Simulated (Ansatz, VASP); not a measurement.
# InSb5 in VASP and in Ansatz

```
In Sb
1.0
     5.08935    0.00000    0.00000
    -2.54467    4.40751    0.00000
     0.00000    0.00000    9.67441
In Sb
1 5
Direct
  0.00000 0.00000 0.00000
  0.50000 0.00000 0.50000
  0.00000 0.50000 0.50000
  0.50000 0.50000 0.50000
  0.00000 0.00000 0.67959
  0.00000 0.00000 0.32041
```

Alike in both runs: task relaxation of cell and atoms; functional PBE; k mesh 6 × 6 × 2; occupations gaussian, width 0.1 eV; no spin polarisation.

|  | VASP | Ansatz |
| --- | --- | --- |
| version | VASP 6.6.1 | Ansatz 0.2.0 |
| potentials or method | VASP PAW PBE potentials, release 64 (In_d, Sb), cutoff 600 eV | scalar-relativistic, plane waves, PAW |
| valence electrons in the cell | 38 | 88 |

|  | VASP | Ansatz | Ansatz less VASP |
| --- | --- | --- | --- |
| gap on the k mesh at the Fermi level, each at its own relaxed structure (eV) | none | none | - |
| relaxed volume (Å³/atom) | 51.36 | 51.41 | +0.046 |
| relaxed cell length with the largest relative difference (Å) | 9.399 | 9.425 | +0.0260 |

A gap of «none» marks a metal or a gap that the smearing closes. VASP's potentials hold 38 valence electrons a cell and Ansatz's 88, so a difference there can come from the potentials and not from the codes.

Neither program's run includes spin-orbit coupling. Noted on VASP's run: the volume moved by over 15 % at a fixed basis, so the end points are rough.
